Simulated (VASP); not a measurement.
The system is SiC (4H-SiC (P6_3mc)).

```
CELL_PARAMETERS angstrom
3.07569 0.00000 0.00000
-1.53785 2.66363 0.00000
0.00000 0.00000 10.07065
ATOMIC_POSITIONS crystal
Si 0.66667 0.33333 0.93784
Si 0.33333 0.66667 0.43784
Si 0.00000 0.00000 0.68789
Si 0.00000 0.00000 0.18789
C 0.66667 0.33333 0.74980
C 0.33333 0.66667 0.24980
C 0.00000 0.00000 0.50046
C 0.00000 0.00000 0.00046
```

```yaml
Program: VASP 6.6.1
Task: relaxation of cell and atoms
Functional: PBE
Potentials_or_basis: VASP PAW PBE potentials, release 64 (Si, C)
Cutoff: 600 eV
k_mesh: 10 × 10 × 3
Occupations: gaussian, width 0.01 eV
Spin: no spin polarisation
```

At the start: pressure 3.7 GPa; volume 10.31 Å³/atom.

Q: Where does the relaxation end?

A: Over 7 steps the energy falls by 2.0 meV/atom and the volume is 10.49 Å³/atom (+1.7 %); space group P6_3mc (No. 186, to 0.05 Å).

The path:
```csv
step,energy change (eV),largest force (eV/Å),pressure (GPa),volume (Å³)
1,0.0000,0.0054,3.72,82.50
2,0.0009,0.0172,-3.60,85.40
3,-0.0161,0.0065,0.00,83.91
4,-0.0161,0.0063,0.07,83.89
5,-0.0161,0.0043,0.07,83.89
6,-0.0161,0.0009,0.07,83.89
7,-0.0161,0.0003,0.04,83.90
```

Final structure:
```xyz
8
Lattice="3.0931 0.0000 0.0000 -1.5466 2.6787 0.0000 0.0000 0.0000 10.1261" Properties=species:S:1:pos:R:3 pbc="T T T"
Si    1.5466    0.8929    9.4967
Si    0.0000    1.7858    4.4337
Si    0.0000    0.0000    6.9657
Si    1.5466    2.6787    1.9027
C     1.5466    0.8929    7.5926
C     0.0000    1.7858    2.5296
C     3.0931    0.0000    5.0676
C    -1.5466    2.6787    0.0045
```
